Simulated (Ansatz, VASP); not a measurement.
## Nb: VASP beside Ansatz

The input INCAR:

```
SYSTEM = Nb
PREC = Accurate
ENCUT = 520
EDIFF = 1E-6
ISMEAR = -1
SIGMA = 0.08
LREAL = .FALSE.
LASPH = .TRUE.
NELM = 100
ALGO = Normal
ISIF = 2
LWAVE = .FALSE.
LCHARG = .TRUE.
GGA = PE
LELF = .TRUE.
LVHAR = .TRUE.
NBANDS = 12
```

KPOINTS

```
Automatic mesh
0
G
  13 13 13
  0 0 0
```

File POSCAR:

```
Nb
1.0
    0.0000000000      2.1361500000      2.1150000000
    2.1361500000      0.0000000000      2.1150000000
    2.1361500000      2.1361500000      0.0000000000
Nb
1
Direct
    0.0000000000      0.0000000000      0.0000000000
```

Input for Ansatz:

```yaml
crystal:
  lattice:
    - [0.0, 2.13615, 2.115]
    - [2.13615, 0.0, 2.115]
    - [2.13615, 2.13615, 0.0]
  atoms:
    - { symbol: Nb, position: [0.0, 0.0, 0.0] }
kpoints:
  mp_grid: { grid: [13, 13, 13] }
  band_path:
    path:
      - [0.0, 0.0, 0.0]
      - [0.0, 0.5, 0.5]
      - [0.25, 0.75, 0.5]
      - [0.0, 0.5, 0.0]
      - [0.0, 0.0, 0.0]
      - [0.5, 0.5, 0.0]
      - [0.3775125, 0.6224875, 0.0]
      - [-0.3775125, 0.3775125, 0.0]
      - [0.0, 0.0, 0.0]
    npoints: 5
scf:
  occupations: { method: fermi_dirac, width: 0.08 }
hamiltonian:
  xc: pbe
  pseudopotentials: { kind: all_electron, lapw: { basis_error: 0.00025 } }
output:
  forces: true
  stress: true
  eigenvalues: true
```

Change from the starting cell: equal xx and yy strain of +1 %.

Alike in both runs: task single point; functional PBE; k mesh 13 × 13 × 13; occupations fermi-dirac, width 0.08 eV; no spin polarisation.

|  | VASP | Ansatz |
| --- | --- | --- |
| version | VASP 6.6.1 | Ansatz 0.2.0 |
| potentials or method | VASP PAW PBE potentials, release 64 (Nb_sv), cutoff 520 eV | all-electron LAPW, scalar-relativistic |

VASP gave:

```
pressure (GPa)                                                : -4.5
traceless stress, the component that is largest in VASP (GPa) : -1.61
```

Question: Which values does Ansatz return?

Answer: Pressure (GPa): -4.2; traceless stress, the component that is largest in VASP (GPa): -1.63.

Ansatz ran all-electron here, and VASP with PAW potentials.
